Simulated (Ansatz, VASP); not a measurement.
**One calculation of CuAu3, two programs**

Contents of INCAR:

```
ALGO = Normal
EDIFF = 1E-6
ENCUT = 520
GGA = CA
ISIF = 2
ISMEAR = -1
LASPH = True
LCHARG = True
LELF = True
LREAL = False
LVHAR = True
LWAVE = False
NBANDS = 30
NELM = 100
PREC = Accurate
SIGMA = 0.05
```

File KPOINTS:

```
k-points
0
Gamma
  9 9 9
```

POSCAR

```
CuAu3
1.0
    4.0323744272      0.0000000000      0.0000000000
    0.0000000000      4.0323744272      0.0000000000
    0.0000000000      0.0000000000      4.0323744272
Cu Au
1 3
Direct
    0.0000000000      0.0000000000      0.0000000000
    0.0000000000      0.5000000000      0.5000000000
    0.5000000000      0.0000000000      0.5000000000
    0.5000000000      0.5000000000      0.0000000000
```

Input for Ansatz:

```yaml
crystal:
  lattice:
    - [4.0323744272, 0.0, 0.0]
    - [0.0, 4.0323744272, 0.0]
    - [0.0, 0.0, 4.0323744272]
  atoms:
    - { symbol: Cu, position: [0.0, 0.0, 0.0] }
    - { symbol: Au, position: [0.0, 0.5, 0.5] }
    - { symbol: Au, position: [0.5, 0.0, 0.5] }
    - { symbol: Au, position: [0.5, 0.5, 0.0] }
kpoints:
  mp_grid: { grid: [9, 9, 9] }
  band_path:
    path:
      - [0.0, 0.0, 0.0]
      - [0.0, 0.5, 0.0]
      - [0.5, 0.5, 0.0]
      - [0.0, 0.0, 0.0]
      - [0.5, 0.5, 0.5]
      - [0.0, 0.5, 0.0]
      - [0.5, 0.5, 0.5]
      - [0.5, 0.5, 0.0]
    npoints: 5
scf:
  occupations: { method: fermi_dirac, width: 0.05 }
hamiltonian:
  xc: lda
  pseudopotentials: { kind: all_electron, lapw: { basis_error: 0.001 } }
output:
  forces: true
  stress: true
  eigenvalues: true
```

Change from the starting cell: volume scaled by 1.04.

Alike in both runs: task single point; functional LDA; k mesh 9 × 9 × 9; occupations fermi-dirac, width 0.05 eV; no spin polarisation.

```csv
,VASP,Ansatz
version,VASP 6.6.1,Ansatz 0.2.0
potentials or method,"VASP PAW LDA potentials, release 64 (Cu, Au), cutoff 520 eV","all-electron LAPW, scalar-relativistic"
```

```csv
,VASP,Ansatz,Ansatz less VASP
pressure (GPa),-10.8,-11.2,-0.44
```

LDA's correlation is that of Perdew and Zunger in VASP and of Perdew and Wang (1992) in Ansatz. Ansatz ran all-electron here, and VASP with PAW potentials.

Spin-orbit coupling is off throughout.
